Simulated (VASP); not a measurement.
Write the native input for VASP 6.6.1 that does the following.

```
Task                   : dielectric tensor
Functional             : LDA
Potentials or basis    : VASP PAW LDA potentials, release 64 (Cd, Te)
Cutoff                 : 520 eV
k mesh                 : 6 × 6 × 6
Occupations            : gaussian, width 0.01 eV
Spin                   : no spin polarisation
Dipole correction      : no
Further INCAR settings : ALGO = Normal; EDIFF = 1e-08
```

The structure of CdTe lies in POSCAR:

```
CdTe
1.0
    0.0000000000      3.2050000000      3.2050000000
    3.2050000000      0.0000000000      3.2050000000
    3.2050000000      3.2050000000      0.0000000000
Cd Te
1 1
Direct
    0.0000000000      0.0000000000      0.0000000000
    0.2500000000      0.2500000000      0.2500000000
```

One way to write it, as run:

INCAR

```
SYSTEM = CdTe
  PREC = Accurate
  ENCUT = 520
  EDIFF = 1E-8
  ISMEAR = 0
  SIGMA = 0.01
  LREAL = .FALSE.
  LASPH = .TRUE.
  NELM = 60
  ALGO = Normal
  ISIF = 2
  LWAVE = .FALSE.
  LCHARG = .FALSE.
  GGA = CA
  LEPSILON = .TRUE.
```

KPOINTS

```
Automatic mesh
0
G
  6 6 6
  0 0 0
```

Potentials or basis: VASP PAW LDA potentials, release 64 (Cd, Te).

Command:

```bash
$ cat potpaw_LDA.64/Cd/POTCAR potpaw_LDA.64/Te/POTCAR > POTCAR
$ mpirun -np 1 vasp_std > vasp.out
```

It gave:

* Band gap on the k mesh: 0.65 eV, direct
* Electronic dielectric tensor (diagonal): 17.67
* Born charges (mean of the diagonal): Cd +2.45; Te -2.45 e

Caveat: the gap is small at this level, which inflates the dielectric constant; spin-orbit coupling is left out, which moves the levels of the heavy elements.

It took 3.5 min on 1 thread of Intel(R) Xeon(R) Platinum 8259CL CPU @ 2.50GHz (Skylake/Cascade Lake), on a shared host, peak memory 0.27 GiB.
